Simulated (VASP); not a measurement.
# Al in VASP: a series of runs

Runs on Al. Level: PBE. Tasks: single point.

Everything below comes from runs of VASP 6.6.1. Logs are shortened: lines on timing, memory, paths and dates and some standing lists are left out, and cuts for length are marked.

## Step 1: The cell of the first run

The typed cell holds 1 atom: a = 2.738 Å, b = 2.738 Å, c = 2.738 Å, α = 120.01°, β = 120.00°, γ = 89.99°.

## Step 2: Single point, PBE (14.52 Å³/atom)

INCAR

```
ALGO     = Fast           # electronic algorithm
EDIFF    = 1E-6           # SCF threshold, eV
ENCUT    = 520            # plane-wave cutoff, eV
GGA      = PE             # functional
ISIF     = 2              # what is computed and relaxed
ISMEAR   = 0              # smearing method
LASPH    = T              # aspherical terms in the spheres
LCHARG   = F              # write CHGCAR
LREAL    = F              # projectors in reciprocal space
LWAVE    = F              # write WAVECAR
NBANDS   = 8              # bands
NELM     = 80             # most SCF steps
PREC     = Accurate       # precision mode
SIGMA    = 0.1            # smearing width, eV
```

KPOINTS

```
k-points
0
Gamma
  26 26 26
```

POSCAR

```
Al
1.0
   -1.3688928715      1.3690850965      1.9363764361
    1.3688928715     -1.3690850965      1.9363764361
    1.3688928715      1.3690850965     -1.9363764361
Al
1
Direct
    0.5000000000      0.5000000000      0.0000000000
```

Potentials or basis: VASP PAW PBE potentials, release 64 (Al).

Launch:

```
$ cat potpaw_PBE.64/Al/POTCAR > POTCAR
$ mpirun -np 1 vasp_std > vasp.out
```

OUTCAR:

```text
EDIFF = 1E-6
   ENCUT = 520
   GGA = PE
   ISIF = 2
   ISMEAR = 0
   LASPH = T
   LREAL = F
   NELM = 80
   PREC = Accurate

 ion  position               nearest neighbor table
   1  0.500  0.500  0.000-

  LATTYP: Found a body centered orthorhombic cell.
 ALAT       =     2.7377857430
 B/A-ratio  =     1.0001404237
 C/A-ratio  =     1.4145565927

  Lattice vectors:

 A1 = (  -1.3688928715,   1.3690850965,   1.9363764361)
 A2 = (   1.3688928715,  -1.3690850965,   1.9363764361)
 A3 = (   1.3688928715,   1.3690850965,  -1.9363764361)

Analysis of symmetry for initial positions (statically):
=====================================================================
 Subroutine PRICEL returns:
 Original cell was already a primitive cell.

 Routine SETGRP: Setting up the symmetry group for a
 body centered orthorhombic supercell.

 Subroutine GETGRP returns: Found  8 space group operations
 (whereof  8 operations were pure point group operations)
 out of a pool of  8 trial point group operations.

The static configuration has the point symmetry D_2h.

Analysis of symmetry for dynamics (positions and initial velocities):
=====================================================================
 Subroutine PRICEL returns:
 Original cell was already a primitive cell.

 Routine SETGRP: Setting up the symmetry group for a
 body centered orthorhombic supercell.

 Subroutine GETGRP returns: Found  8 space group operations
 (whereof  8 operations were pure point group operations)
 out of a pool of  8 trial point group operations.

The dynamic configuration has the point symmetry D_2h.

 Subroutine INISYM returns: Found  8 space group operations
 (whereof  8 operations are pure point group operations),
 and found     1 'primitive' translations

----------------------------------------------------------------------------------------

                                     Primitive cell

  volume of cell :      14.5161

  direct lattice vectors                    reciprocal lattice vectors
    -1.368892871  1.369085097  1.936376436     0.000000000  0.365207394  0.258214256
     1.368892871 -1.369085097  1.936376436     0.365258678  0.000000000  0.258214256
     1.368892871  1.369085097 -1.936376436     0.365258678  0.365207394  0.000000000

  length of vectors
     2.738213906  2.738213906  2.738213906     0.447270659  0.447312534  0.516517514

  position of ions in fractional coordinates (direct lattice)
     0.500000000  0.500000000  0.000000000

  ion indices of the primitive-cell ions
   primitive index   ion index
                 1           1

----------------------------------------------------------------------------------------

 KPOINTS: k-points

Automatic generation of k-mesh.
 Grid dimensions read from file:
 generate k-points for:   26   26   26

 Generating k-lattice:

  Cartesian coordinates                     Fractional coordinates (reciprocal lattice)
     0.000000000  0.014046438  0.009931318     0.038461538  0.000000000  0.000000000
     0.014048411  0.000000000  0.009931318     0.000000000  0.038461538 -0.000000000
     0.014048411  0.014046438  0.000000000     0.000000000 -0.000000000  0.038461538

  Length of vectors
     0.017202718  0.017204328  0.019866058

  Shift w.r.t. Gamma in fractional coordinates (k-lattice)
     0.000000000  0.000000000  0.000000000

 Subroutine IBZKPT returns following result:
 ===========================================

 Found   2471 irreducible k-points:

 Following reciprocal coordinates:
            Coordinates               Weight
  0.000000  0.000000  0.000000      1.000000
  0.038462 -0.000000  0.000000      4.000000
  0.076923 -0.000000  0.000000      4.000000
  0.115385 -0.000000  0.000000      4.000000
  0.153846  0.000000  0.000000      4.000000
  0.192308 -0.000000  0.000000      4.000000
[... 16 lines left out ...]
  0.307692  0.038462  0.000000      8.000000
  0.346154  0.038462  0.000000      8.000000
 [... further k-points ...]
   k-points           NKPTS =   2471   k-points in BZ     NKDIM =   2471   number of bands    NBANDS=      8
   number of dos      NEDOS =    301   number of ions     NIONS =      1
   total plane-waves  NPLWV =   8000
   dimension x,y,z NGX =    20 NGY =   20 NGZ =   20
   dimension x,y,z NGXF=    40 NGYF=   40 NGZF=   40
   ions per type =               1
   NGX,Y,Z   is equivalent  to a cutoff of  12.14, 12.14, 12.14 a.u.
   NGXF,Y,Z  is equivalent  to a cutoff of  24.29, 24.29, 24.29 a.u.
 SYSTEM =  unknown system
   PREC   = accura    normal or accurate (medium, high low for compatibility)
   ISTART =      0    job   : 0-new  1-cont  2-samecut
   ICHARG =      2    charge: 1-file 2-atom 10-const
   ISPIN  =      1    spin polarized calculation?
   LNONCOLLINEAR =      F non collinear calculations
   LSORBIT =      F    spin-orbit coupling
   LASPH  =      T    aspherical Exc in radial PAW
   ENCUT  =  520.0 eV  38.22 Ry    6.18 a.u.   5.09  5.09  5.09*2*pi/ulx,y,z
   NELM   =     80;   NELMIN=  2; NELMDL= -5     # of ELM steps
   EDIFF  = 0.1E-05   stopping-criterion for ELM
   LREAL  =      F    real-space projection
   EDIFFG = 0.1E-04   stopping-criterion for IOM
   NSW    =      0    number of steps for IOM
   IBRION =     -1    ionic relax: 0-MD 1-quasi-New 2-CG
   NFREE  =      0    steps in history (QN), initial steepest desc. (CG)
   ISIF   =      2    stress and relaxation
   ISYM   =      2    0-nonsym 1-usesym 2-fastsym
   POTIM  = 0.5000    time-step for ionic-motion
   TEBEG  =    0.0;   TEEND  =   0.0 temperature during run
   PSTRESS=    0.0 pullay stress
   NELECT =       3.0000    total number of electrons
   NUPDOWN=      -1.0000    fix difference up-down
   EMIN   =  10.00;   EMAX   =-10.00  energy-range for DOS
   EFERMI =   0.00;   METHOD = LEGACY
   ISMEAR =     0;   SIGMA  =   0.10  broadening in eV -4-tet -1-fermi 0-gaus
   EFERMI_NEDOS =   21; number of points for ismear=-14 and -15
   IALGO  =     68    algorithm
   IMIX   =      4    mixing-type and parameters
     AMIX     =   0.40;   BMIX     =  1.00
     AMIX_MAG =   1.60;   BMIX_MAG =  1.00
  volume/ion in A,a.u.               =      14.52        97.96
  Fermi-wavevector in a.u.,A,eV,Ry     =   0.967903  1.829072 12.746441  0.936837
  Thomas-Fermi vector in A             =   2.097828
   LORBIT       =      0    0 simple, 1 ext, 2 COOP (PROOUT), +10 PAW based schemes
   GGA     = PE    functional components
   LHFCALC =     F    Hartree Fock is set to
   AEXX    =    0.0000 exact exchange contribution
   IVDW    =     0    specifies the selected vdW correction
   LEPSILON=     F    determine dielectric tensor
   LRPA    =     F    only Hartree local field effects (RPA)
 non-spin polarized calculation
 RMM-DIIS sequential band-by-band and
 Gauss-broadening in eV      SIGMA  =   0.10
  energy-cutoff  :      520.00
  volume of cell :       14.52
 maximum number of plane-waves:       399
   NGX = 11   NGY = 11   NGZ = 11

 number of electron       3.0000000 magnetization

 Free energy of the ion-electron system (eV)
  ---------------------------------------------------
  ext. energy  EPLUGINS =         0.00000000
  ---------------------------------------------------
  free energy    TOTEN  =        -3.67564008 eV

  energy without entropy =       -3.67392404  energy(sigma->0) =       -3.67478206

 E-fermi :   9.4235     XC(G=0): -10.6691

 val. band max:        9.4234523938   @ k =  -0.4615   0.4615   0.1538
 cond. band min:       9.4238972988   @ k =   0.3846   0.3077   0.1538
 fundamental gap:      0.0004449051
 Fermi energy:         9.4234875362

 k-point     1 :       0.0000    0.0000    0.0000
  band No.  band energies     occupation
      1      -2.6459      2.00000
      2      22.7565      0.00000
      3      22.7569      0.00000
      4      22.7614      0.00000
      5      25.2734      0.00000
      6      25.2767      0.00000
      7      25.2789      0.00000
      8      26.8303      0.00000

 k-point     2 :       0.0385   -0.0000    0.0000
  band No.  band energies     occupation
      1      -2.6021      2.00000
      2      21.9338      0.00000
      3      22.6437      0.00000
      4      22.6483      0.00000
      5      25.4598      0.00000
      6      25.4631      0.00000
      7      25.5585      0.00000
      8      27.3357      0.00000

 k-point     3 :       0.0769   -0.0000    0.0000
  band No.  band energies     occupation
      1      -2.4709      2.00000
      2      20.4066      0.00000
      3      22.3779      0.00000
      4      22.3826      0.00000
      5      25.6446      0.00000
      6      25.9370      0.00000
      7      25.9402      0.00000
      8      28.6817      0.00000

 k-point     4 :       0.1154   -0.0000    0.0000
  band No.  band energies     occupation
      1      -2.2525      2.00000
      2      18.7525      0.00000
      3      22.0676      0.00000
      4      22.0725      0.00000
      5      25.5346      0.00000
      6      26.5859      0.00000
      7      26.5891      0.00000
      8      28.5159      0.00000

 k-point     5 :       0.1538    0.0000    0.0000
  band No.  band energies     occupation
      1      -1.9474      2.00000
      2      17.0915      0.00000
      3      21.7730      0.00000
      4      21.7780      0.00000
      5      25.3667      0.00000
      6      27.1701      0.00000
      7      27.1753      0.00000
      8      27.8540      0.00000
[... 177 lines left out ...]
 k-point    22 :       0.2692    0.0385    0.0000
  band No.  band energies     occupation
      1      -0.2755      2.00000
      2      11.8850      0.00000
      3      19.9990      0.00000
      4      22.0206      0.00000
      5      24.0502      0.00000
      6      25.1528      0.00000
      7      25.4721      0.00000
      8      29.5341      0.00000

 k-point    23 :       0.3077    0.0385    0.0000
  band No.  band energies     occupation
      1       0.3954      2.00000
      2      10.4421      0.00000
      3      19.9427      0.00000
      4      21.9575      0.00000
      5      23.3883      0.00000
      6      24.6005      0.00000
      7      25.3303      0.00000
      8      28.9076      0.00000

 k-point    24 :       0.3462    0.0385    0.0000
  band No.  band energies     occupation
      1       1.1475      2.00000
      2       9.0655      2.00000
      3      19.9561      0.00000
      4      21.9195      0.00000
      5      22.8366      0.00000
      6      24.0055      0.00000
      7      25.3615      0.00000
      8      28.2952      0.00000

 [... further k-points ...]

------------------------ aborting loop because EDIFF is reached ----------------------------------------

  FORCE on cell =-STRESS in cart. coord.  units (eV):
  Direction    XX          YY          ZZ          XY          YZ          ZX
  --------------------------------------------------------------------------------------
  -------------------------------------------------------------------------------------
  Total        1.2006236      1.1988374      1.1984066      0.0000000      0.0000000      0.0000000
  in kB      132.5158285    132.3186860    132.2711377      0.0000000      0.0000000      0.0000000
  external PRESSURE =     132.3685507 kB  Pullay stress =       0.0000000 kB

 VOLUME and BASIS-vectors are now :
 -----------------------------------------------------------------------------
  energy-cutoff  :      520.00
  volume of cell :       14.52
      direct lattice vectors                 reciprocal lattice vectors
    -1.368892871  1.369085097  1.936376436     0.000000000  0.365207394  0.258214256
     1.368892871 -1.369085097  1.936376436     0.365258678  0.000000000  0.258214256
     1.368892871  1.369085097 -1.936376436     0.365258678  0.365207394  0.000000000

 POSITION                                       TOTAL-FORCE (eV/Angst)
 -----------------------------------------------------------------------------------
      0.00000      0.00000      1.93638         0.000000      0.000000      0.000000
 -----------------------------------------------------------------------------------
    total drift:                                0.000000      0.000000     -0.000000

  FREE ENERGIE OF THE ION-ELECTRON SYSTEM (eV)
  ---------------------------------------------------
  free  energy   TOTEN  =        -3.6756400808 eV

  energy  without entropy=       -3.6739240357  energy(sigma->0) =       -3.67478206
```

Run time: 69 s. Hardware: 1 thread of Intel Xeon 6975P-C (Granite Rapids), shared host; peak memory 0.33 GiB.

What came out:

```yaml
Free_energy: -3.6756 eV
Pressure: 13.2 GPa
Band_gap_on_the_k_mesh: zero (an odd number of electrons rules out a gap without spin polarisation)
```

Caveat: the cell stands under pressure.

## Step 3: Single point, PBE (15.01 Å³/atom)

This run uses another cell than the first one, of 15.01 Å³/atom.

INCAR

```
SYSTEM = Al
PREC     = Accurate       ! precision mode
ENCUT    = 520            ! plane-wave cutoff, eV
EDIFF    = 1E-6           ! SCF threshold, eV
ISMEAR   = 0              ! smearing method
SIGMA    = 0.1            ! smearing width, eV
LREAL    = .False.        ! projectors in reciprocal space
LASPH    = .True.         ! aspherical terms in the spheres
NELM     = 100            ! most SCF steps
ALGO     = Fast           ! electronic algorithm
ISIF     = 2              ! what is computed and relaxed
LWAVE    = .False.        ! write WAVECAR
LCHARG   = .False.        ! write CHGCAR
GGA      = PE             ! functional
NBANDS   = 8              ! bands
```

KPOINTS

```
Automatic mesh
0
Gamma
  26 26 26
  0 0 0
```

POSCAR

```
Al
1.0
   -1.3842749778      1.3844693628      1.9581352959
    1.3842749778     -1.3844693628      1.9581352959
    1.3842749778      1.3844693628     -1.9581352959
Al
1
Direct
    0.5000000000      0.5000000000      0.0000000000
```

Potentials or basis: VASP PAW PBE potentials, release 64 (Al).

Launch:

```
$ cat potpaw_PBE.64/Al/POTCAR > POTCAR
$ mpirun -np 1 vasp_std > vasp.out
```

It took 74 s on 1 thread of Intel Xeon 6975P-C (Granite Rapids), shared host; peak memory 0.36 GiB.

Results (log left out):

| Item | Value |
| --- | --- |
| Free energy | -3.7099 eV |
| Pressure | 9.0 GPa |
| Band gap on the k mesh | zero (an odd number of electrons rules out a gap without spin polarisation) |

Levels at points of the mesh, in eV from the Fermi level:
| k point | band 1 | band 2 | band 3 | band 4 | band 5 |
| --- | --- | --- | --- | --- | --- |
| (0.00, 0.00, 0.00) | -11.82 | 13.14 | 13.14 | 13.14 | 15.38 |
| (0.50, 0.00, 0.00) | -4.99 | -4.53 | 11.89 | 11.89 | 12.44 |
| (0.00, 0.50, 0.00) | -4.99 | -4.53 | 11.89 | 11.89 | 12.44 |
| (0.50, 0.50, 0.00) | -3.17 | -1.65 | 5.26 | 6.04 | 6.04 |
| (0.50, 0.50, 0.50) | -3.17 | -1.65 | 5.26 | 6.04 | 6.05 |

Caveat: the cell stands under pressure.

The gap in the log of VASP goes by the Fermi energy; the results here count the filled bands.